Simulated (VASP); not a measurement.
Wanted: the native input for a VASP 6.6.1 run.

```
Task                   : single point
Functional             : PBE
Dispersion             : D3(BJ)
Potentials or basis    : VASP PAW PBE potentials, release 64 (P)
Cutoff                 : 520 eV
k mesh                 : 12 × 12 × 12
Occupations            : gaussian, width 0.15 eV
Spin                   : no spin polarisation
Dipole correction      : no
Further INCAR settings : ALGO = Normal; EDIFF = 1e-06; NBANDS = 30
```

The structure of P lies in POSCAR:

```
P
1.0
    0.0000000000     -4.8145205296      0.0000000000
   -4.8145205296      0.0000000000      0.0000000000
    0.0000000000      0.0000000000     -4.8147372170
P
8
Direct
    0.5000000000      0.5000000000      0.4948076086
    0.5000000000      0.5000000000      0.0000000000
    0.0000000000      0.5000000000      0.5000000000
    0.0000000000      0.5000000000      0.0000000000
    0.5000000000      0.0000000000      0.5000000000
    0.5000000000      0.0000000000      0.0000000000
    0.0000000000      0.0000000000      0.5000000000
    0.0000000000      0.0000000000      0.0000000000
```

This cell differs from its parent crystal: atom 1 (P) moved +0.025 Å towards its neighbour atom 2 (P) at 2.407 Å.

The input as run:

INCAR

```
  ALGO = Normal
  EDIFF = 1E-6
  ENCUT = 520
  GGA = PE
  ISIF = 2
  ISMEAR = 0
  IVDW = 12
  LASPH = True
  LCHARG = False
  LREAL = False
  LWAVE = False
  NBANDS = 30
  NELM = 100
  PREC = Accurate
  SIGMA = 0.15
```

KPOINTS

```
k-points
0
Gamma
  12 12 12
```

Potentials or basis: VASP PAW PBE potentials, release 64 (P).

Run with:

```bash
$ cat potpaw_PBE.64/P/POTCAR > POTCAR
$ mpirun -np 1 vasp_std > vasp.out
```

It gave:

The pressure is -0.3 GPa, the largest force is 0.089 eV/Å and the band gap on the k mesh is zero (bands 20 and 21 overlap by 2.63 eV). The dispersion energy per atom is -0.507 eV.

Caveat: the cell differs from its parent crystal (atom 1 (P) moved +0.025 Å towards its neighbour atom 2 (P) at 2.407 Å).

Wall time 7.9 min on 1 thread of Intel Xeon 8259CL, on a shared host, peak memory 0.48 GiB.
